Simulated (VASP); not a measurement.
# KRh (Pm-3m) in VASP: notebook

The runs below take KRh through single point, with PBE.

Everything below comes from runs of VASP 6.6.1. Logs are shortened: lines on timing, memory, paths and dates and some standing lists are left out, and cuts for length are marked.

## 1. The cell of the first run

The structure is cubic, space group Pm-3m (No. 221). Conventional cell: a = 3.846 Å, b = 3.846 Å, c = 3.846 Å, α = 90.00°, β = 90.00°, γ = 90.00°. Within 4.4 Å of K (site symmetry m-3m) lie 8 Rh at 3.33 Å and 6 K at 3.85 Å. Within 4.4 Å of Rh (site symmetry m-3m) lie 8 K at 3.33 Å and 6 Rh at 3.85 Å.

## 2. Single point, PBE (28.45 Å³/atom)

File INCAR:

```
SYSTEM = KRh
ALGO = Normal
EDIFF = 1E-7
ENCUT = 520
GGA = PE
ISIF = 2
ISMEAR = -1
LASPH = .TRUE.
LCHARG = .TRUE.
LELF = .TRUE.
LREAL = .FALSE.
LVHAR = .TRUE.
LWAVE = .FALSE.
NBANDS = 19
NELM = 100
PREC = Accurate
SIGMA = 0.05
```

File KPOINTS:

```
k-points
0
G
  7 7 7
  0 0 0
```

File POSCAR:

```
KRh
1.0
    3.8464654919      0.0000000000      0.0000000000
    0.0000000000      3.8464654919      0.0000000000
    0.0000000000      0.0000000000      3.8464654919
K Rh
1 1
Direct
    0.0000000000      0.0000000000      0.0000000000
    0.5000000000      0.5000000000      0.5000000000
```

Potentials or basis: VASP PAW PBE potentials, release 64 (K_sv, Rh_pv).

Started as:

```console
> cat potpaw_PBE.64/K_sv/POTCAR potpaw_PBE.64/Rh_pv/POTCAR > POTCAR
> mpirun -np 1 vasp_std > vasp.out
```

OUTCAR:

```text
SYSTEM = KRh
   EDIFF = 1E-7
   ENCUT = 520
   GGA = PE
   ISIF = 2
   ISMEAR = -1
   LASPH = .TRUE.
   LREAL = .FALSE.
   NELM = 100
   PREC = Accurate

 ion  position               nearest neighbor table
   1  0.000  0.000  0.000-   2 3.33   2 3.33   2 3.33   2 3.33   2 3.33   2 3.33   2 3.33   2 3.33

   2  0.500  0.500  0.500-   1 3.33   1 3.33   1 3.33   1 3.33   1 3.33   1 3.33   1 3.33   1 3.33

  LATTYP: Found a simple cubic cell.
 ALAT       =     3.8464654919

  Lattice vectors:

 A1 = (   3.8464654919,   0.0000000000,   0.0000000000)
 A2 = (   0.0000000000,   3.8464654919,   0.0000000000)
 A3 = (   0.0000000000,   0.0000000000,   3.8464654919)

Analysis of symmetry for initial positions (statically):
=====================================================================
 Subroutine PRICEL returns:
 Original cell was already a primitive cell.

 Routine SETGRP: Setting up the symmetry group for a
 simple cubic supercell.

 Subroutine GETGRP returns: Found 48 space group operations
 (whereof 48 operations were pure point group operations)
 out of a pool of 48 trial point group operations.

The static configuration has the point symmetry O_h .

Analysis of symmetry for dynamics (positions and initial velocities):
=====================================================================
 Subroutine PRICEL returns:
 Original cell was already a primitive cell.

 Routine SETGRP: Setting up the symmetry group for a
 simple cubic supercell.

 Subroutine GETGRP returns: Found 48 space group operations
 (whereof 48 operations were pure point group operations)
 out of a pool of 48 trial point group operations.

The dynamic configuration has the point symmetry O_h .

 Subroutine INISYM returns: Found 48 space group operations
 (whereof 48 operations are pure point group operations),
 and found     1 'primitive' translations

----------------------------------------------------------------------------------------

                                     Primitive cell

  volume of cell :      56.9096

  direct lattice vectors                    reciprocal lattice vectors
     3.846465492  0.000000000  0.000000000     0.259978934  0.000000000  0.000000000
     0.000000000  3.846465492  0.000000000     0.000000000  0.259978934  0.000000000
     0.000000000  0.000000000  3.846465492     0.000000000  0.000000000  0.259978934

  length of vectors
     3.846465492  3.846465492  3.846465492     0.259978934  0.259978934  0.259978934

  position of ions in fractional coordinates (direct lattice)
     0.000000000  0.000000000  0.000000000
     0.500000000  0.500000000  0.500000000

  ion indices of the primitive-cell ions
   primitive index   ion index
                 1           1
                 2           2

----------------------------------------------------------------------------------------

 KPOINTS: k-points

Automatic generation of k-mesh.
 Grid dimensions read from file:
 generate k-points for:    7    7    7

 Generating k-lattice:

  Cartesian coordinates                     Fractional coordinates (reciprocal lattice)
     0.037139848  0.000000000  0.000000000     0.142857143  0.000000000  0.000000000
     0.000000000  0.037139848  0.000000000     0.000000000  0.142857143  0.000000000
     0.000000000  0.000000000  0.037139848     0.000000000  0.000000000  0.142857143

  Length of vectors
     0.037139848  0.037139848  0.037139848

  Shift w.r.t. Gamma in fractional coordinates (k-lattice)
     0.000000000  0.000000000  0.000000000

 Subroutine IBZKPT returns following result:
 ===========================================

 Found     20 irreducible k-points:

 Following reciprocal coordinates:
            Coordinates               Weight
  0.000000  0.000000  0.000000      1.000000
  0.142857  0.000000  0.000000      6.000000
  0.285714  0.000000  0.000000      6.000000
  0.428571  0.000000  0.000000      6.000000
  0.142857  0.142857  0.000000     12.000000
  0.285714  0.142857  0.000000     24.000000
[... 12 lines left out ...]
  0.428571  0.428571  0.285714     24.000000
  0.428571  0.428571  0.428571      8.000000
   k-points           NKPTS =     20   k-points in BZ     NKDIM =     20   number of bands    NBANDS=     19
   number of dos      NEDOS =    301   number of ions     NIONS =      2
   total plane-waves  NPLWV =  27000
   dimension x,y,z NGX =    30 NGY =   30 NGZ =   30
   dimension x,y,z NGXF=    60 NGYF=   60 NGZF=   60
   ions per type =               1   1
   NGX,Y,Z   is equivalent  to a cutoff of  12.97, 12.97, 12.97 a.u.
   NGXF,Y,Z  is equivalent  to a cutoff of  25.93, 25.93, 25.93 a.u.
 SYSTEM =  KRh
   PREC   = accura    normal or accurate (medium, high low for compatibility)
   ISTART =      0    job   : 0-new  1-cont  2-samecut
   ICHARG =      2    charge: 1-file 2-atom 10-const
   ISPIN  =      1    spin polarized calculation?
   LNONCOLLINEAR =      F non collinear calculations
   LSORBIT =      F    spin-orbit coupling
   LASPH  =      T    aspherical Exc in radial PAW
   ENCUT  =  520.0 eV  38.22 Ry    6.18 a.u.   7.15  7.15  7.15*2*pi/ulx,y,z
   NELM   =    100;   NELMIN=  2; NELMDL= -5     # of ELM steps
   EDIFF  = 0.1E-06   stopping-criterion for ELM
   LREAL  =      F    real-space projection
   EDIFFG = 0.1E-05   stopping-criterion for IOM
   NSW    =      0    number of steps for IOM
   IBRION =     -1    ionic relax: 0-MD 1-quasi-New 2-CG
   NFREE  =      0    steps in history (QN), initial steepest desc. (CG)
   ISIF   =      2    stress and relaxation
   ISYM   =      2    0-nonsym 1-usesym 2-fastsym
   POTIM  = 0.5000    time-step for ionic-motion
   TEBEG  =    0.0;   TEEND  =   0.0 temperature during run
   PSTRESS=    0.0 pullay stress
   NELECT =      24.0000    total number of electrons
   NUPDOWN=      -1.0000    fix difference up-down
   EMIN   =  10.00;   EMAX   =-10.00  energy-range for DOS
   EFERMI =   0.00;   METHOD = LEGACY
   ISMEAR =    -1;   SIGMA  =   0.05  broadening in eV -4-tet -1-fermi 0-gaus
   EFERMI_NEDOS =   21; number of points for ismear=-14 and -15
   IALGO  =     38    algorithm
   IMIX   =      4    mixing-type and parameters
     AMIX     =   0.40;   BMIX     =  1.00
     AMIX_MAG =   1.60;   BMIX_MAG =  1.00
  volume/ion in A,a.u.               =      28.45       192.02
  Fermi-wavevector in a.u.,A,eV,Ry     =   1.227675  2.319969 20.506508  1.507186
  Thomas-Fermi vector in A             =   2.362629
   LORBIT       =      0    0 simple, 1 ext, 2 COOP (PROOUT), +10 PAW based schemes
   GGA     = PE    functional components
[... 5 lines left out ...]
 non-spin polarized calculation
  energy-cutoff  :      520.00
  volume of cell :       56.91
 maximum number of plane-waves:      1551
 NGX is ok and might be reduce to    30
   NGX = 15   NGY = 15   NGZ = 15

 number of electron      24.0000012 magnetization

 Free energy of the ion-electron system (eV)
  ---------------------------------------------------
  ext. energy  EPLUGINS =         0.00000000
  ---------------------------------------------------
  free energy    TOTEN  =        -5.78445687 eV

  energy without entropy =       -5.74550759  energy(sigma->0) =       -5.76498223

 E-fermi :   1.8888     XC(G=0):  -9.0363

 val. band max:        1.8774648732   @ k =   0.2857   0.0000   0.0000
 cond. band min:       1.9020379778   @ k =   0.4286   0.0000   0.0000
 fundamental gap:      0.0245731046
 Fermi energy:         1.8888380607

 k-point     1 :       0.0000    0.0000    0.0000
  band No.  band energies     occupation
      1     -42.5399      2.00000
      2     -42.5399      2.00000
      3     -42.5399      2.00000
      4     -27.6351      2.00000
      5     -11.0585      2.00000
      6     -11.0585      2.00000
[... 11 lines left out ...]
     18       9.9271      0.00000
     19      11.4813      0.00000

 k-point     2 :       0.1429    0.0000    0.0000
  band No.  band energies     occupation
      1     -42.5409      2.00000
      2     -42.5398      2.00000
      3     -42.5398      2.00000
      4     -27.6312      2.00000
      5     -11.1177      2.00000
      6     -11.0548      2.00000
[... 11 lines left out ...]
     18       9.8774      0.00000
     19      11.4298      0.00000

 k-point     3 :       0.2857    0.0000    0.0000
  band No.  band energies     occupation
      1     -42.5434      2.00000
      2     -42.5396      2.00000
      3     -42.5396      2.00000
      4     -27.6225      2.00000
      5     -11.2469      2.00000
      6     -11.0464      2.00000
[... 11 lines left out ...]
     18      10.5849      0.00000
     19      11.3147      0.00000

 k-point     4 :       0.4286    0.0000    0.0000
  band No.  band energies     occupation
      1     -42.5453      2.00000
      2     -42.5395      2.00000
      3     -42.5395      2.00000
      4     -27.6155      2.00000
      5     -11.3470      2.00000
      6     -11.0397      2.00000
[... 11 lines left out ...]
     18      11.2231      0.00000
     19      11.8149      0.00000

 k-point     5 :       0.1429    0.1429    0.0000
  band No.  band energies     occupation
      1     -42.5409      2.00000
      2     -42.5408      2.00000
      3     -42.5397      2.00000
      4     -27.6274      2.00000
      5     -11.1199      2.00000
      6     -11.1044      2.00000
[... 11 lines left out ...]
     18      10.5158      0.00000
     19      11.1865      0.00000
[... 246 lines left out ...]
      2     -42.5428      2.00000
      3     -42.5428      2.00000
      4     -27.5997      2.00000
      5     -11.2035      2.00000
      6     -11.1896      2.00000
[... 11 lines left out ...]
     18       9.3603      0.00000
     19      11.9096      0.00000

 k-point    18 :       0.4286    0.2857    0.2857
  band No.  band energies     occupation
      1     -42.5447      2.00000
      2     -42.5427      2.00000
      3     -42.5426      2.00000
      4     -27.5934      2.00000
      5     -11.2825      2.00000
      6     -11.1824      2.00000
[... 11 lines left out ...]
     18       9.8221      0.00000
     19      11.1622      0.00000

 k-point    19 :       0.4286    0.4286    0.2857
  band No.  band energies     occupation
      1     -42.5446      2.00000
      2     -42.5446      2.00000
      3     -42.5425      2.00000
      4     -27.5872      2.00000
      5     -11.2690      2.00000
      6     -11.2672      2.00000
[... 11 lines left out ...]
     18      10.3742      0.00000
     19      10.5025      0.00000

 k-point    20 :       0.4286    0.4286    0.4286
  band No.  band energies     occupation
      1     -42.5444      2.00000
      2     -42.5444      2.00000
      3     -42.5444      2.00000
      4     -27.5809      2.00000
      5     -11.2583      2.00000
      6     -11.2578      2.00000
[... 11 lines left out ...]
     18      10.4657      0.00000
     19      10.4657      0.00000

------------------------ aborting loop because EDIFF is reached ----------------------------------------

  FORCE on cell =-STRESS in cart. coord.  units (eV):
  Direction    XX          YY          ZZ          XY          YZ          ZX
  --------------------------------------------------------------------------------------
  -------------------------------------------------------------------------------------
  Total       -0.9615001     -0.9615001     -0.9615001      0.0000000      0.0000000     -0.0000000
  in kB      -27.0691360    -27.0691360    -27.0691360      0.0000000      0.0000000     -0.0000000
  external PRESSURE =     -27.0691360 kB  Pullay stress =       0.0000000 kB

 VOLUME and BASIS-vectors are now :
 -----------------------------------------------------------------------------
  energy-cutoff  :      520.00
  volume of cell :       56.91
      direct lattice vectors                 reciprocal lattice vectors
     3.846465492  0.000000000  0.000000000     0.259978934  0.000000000  0.000000000
     0.000000000  3.846465492  0.000000000     0.000000000  0.259978934  0.000000000
     0.000000000  0.000000000  3.846465492     0.000000000  0.000000000  0.259978934

 POSITION                                       TOTAL-FORCE (eV/Angst)
 -----------------------------------------------------------------------------------
      0.00000      0.00000      0.00000         0.000000      0.000000      0.000000
      1.92323      1.92323      1.92323         0.000000      0.000000      0.000000
 -----------------------------------------------------------------------------------
    total drift:                                0.000000      0.000000      0.000000

  FREE ENERGIE OF THE ION-ELECTRON SYSTEM (eV)
  ---------------------------------------------------
  free  energy   TOTEN  =        -5.7844568712 eV

  energy  without entropy=       -5.7455075858  energy(sigma->0) =       -5.76498223
```

It took 36 s on 1 thread of Intel Xeon 8259CL, shared host; peak memory 0.18 GiB.

What came out:

```yaml
Free_energy: -5.7845 eV
Pressure: -2.7 GPa
Band_gap_on_the_k_mesh: zero (bands 12 and 13 overlap by 0.29 eV)
```

Levels at points of the mesh, in eV from the Fermi level:
| k point | band 10 | band 11 | band 12 | band 13 | band 14 | band 15 |
| --- | --- | --- | --- | --- | --- | --- |
| (0.00, 0.00, 0.00) | -1.08 | -0.05 | -0.05 | -0.05 | 5.96 | 5.96 |

## 3. Single point, PBE (29.06 Å³/atom)

This run uses another cell than the first one, of 29.06 Å³/atom.

File INCAR:

```
SYSTEM = KRh
ALGO = Normal
EDIFF = 1E-7
ENCUT = 520
GGA = PE
ISIF = 2
ISMEAR = -1
LASPH = .TRUE.
LCHARG = .FALSE.
LREAL = .FALSE.
LWAVE = .FALSE.
NBANDS = 19
NELM = 80
PREC = Accurate
SIGMA = 0.05
```

KPOINTS is that of step 2.

File POSCAR:

```
KRh
1.0
    3.8735541696      0.0000000000      0.0000000000
    0.0000000000      3.8735541696      0.0000000000
    0.0000000000      0.0000000000      3.8735541696
K Rh
1 1
Direct
    0.0000000000      0.0000000000      0.0000000000
    0.5000000000      0.5000000000      0.5000000000
```

Potentials or basis: VASP PAW PBE potentials, release 64 (K_sv, Rh_pv).

Started as:

```console
> cat potpaw_PBE.64/K_sv/POTCAR potpaw_PBE.64/Rh_pv/POTCAR > POTCAR
> mpirun -np 1 vasp_std > vasp.out
```

Run time: 32 s. Hardware: 1 thread of Intel Xeon 8259CL, shared host; peak memory 0.17 GiB.

It converged, with:

```
Free energy            : -5.7634 eV
Pressure               : -2.9 GPa
Band gap on the k mesh : zero (bands 12 and 13 overlap by 0.28 eV)
```

Levels at points of the mesh, in eV from the Fermi level:
```csv
k point,band 8,band 9,band 10,band 11,band 12,band 13,band 14,band 15,band 16,band 17
"(0.00, 0.00, 0.00)",-2.62,-1.05,-1.05,-0.05,-0.05,-0.05,5.93,5.93,7.92,7.92
```
